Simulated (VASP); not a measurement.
Wanted: the native input for a VASP 6.6.1 run.

| Quantity | Value |
| --- | --- |
| Task | single point |
| Functional | PBE |
| Potentials or basis | VASP PAW PBE potentials, release 64 (Cl, I, Na_pv) |
| Cutoff | 520 eV |
| k mesh | 4 × 4 × 4 |
| Occupations | gaussian, width 0.01 eV |
| Spin | no spin polarisation |
| Dipole correction | no |
| Further INCAR settings | ALGO = Normal; EDIFF = 1e-06; NBANDS = 22 |

The structure of Na2ICl lies in POSCAR:

```
Na2ICl
1.0
    2.1413579743      1.2363136029      6.9777611046
   -2.1413579743      1.2363136029      6.9777611046
    0.0000000000     -2.4726272058      6.9777611046
Cl I Na
1 1 2
Direct
    1.0000000000      0.0000000000      0.0000000000
    0.5000000000      0.5000000000      0.5000000000
    0.2603245726      0.2603245726      0.2603245726
    0.7396754274      0.7396754274      0.7396754274
```

These files were run (other wordings do the same):

INCAR

```
SYSTEM = Na2ICl
PREC     = Accurate       ! precision mode
ENCUT    = 520            ! plane-wave cutoff, eV
EDIFF    = 1E-6           ! SCF threshold, eV
ISMEAR   = 0              ! smearing method
SIGMA    = 0.01           ! smearing width, eV
LREAL    = .False.        ! projectors in reciprocal space
LASPH    = .True.         ! aspherical terms in the spheres
NELM     = 60             ! most SCF steps
ALGO     = Normal         ! electronic algorithm
ISIF     = 2              ! what is computed and relaxed
LWAVE    = .False.        ! write WAVECAR
LCHARG   = .False.        ! write CHGCAR
GGA      = PE             ! functional
NBANDS   = 22             ! bands
```

KPOINTS

```
Automatic mesh
0
Gamma
  4 4 4
  0 0 0
```

Potentials or basis: VASP PAW PBE potentials, release 64 (Cl, I, Na_pv).

Launch:

```bash
$ cat potpaw_PBE.64/Cl/POTCAR potpaw_PBE.64/I/POTCAR potpaw_PBE.64/Na_pv/POTCAR > POTCAR
$ mpirun -np 1 vasp_std > vasp.out
```

It gave:

| Quantity | Value |
| --- | --- |
| Pressure | 0.8 GPa |
| Band gap on the k mesh | 3.19 eV |

Caveat: the k points lie up to 0.43 Å⁻¹ apart; spin-orbit coupling is left out, which moves the levels of the heavy elements.

It took 80 s on 1 thread of Intel(R) Xeon(R) Platinum 8259CL CPU @ 2.50GHz (Skylake/Cascade Lake) (shared host), peak memory 0.41 GiB.
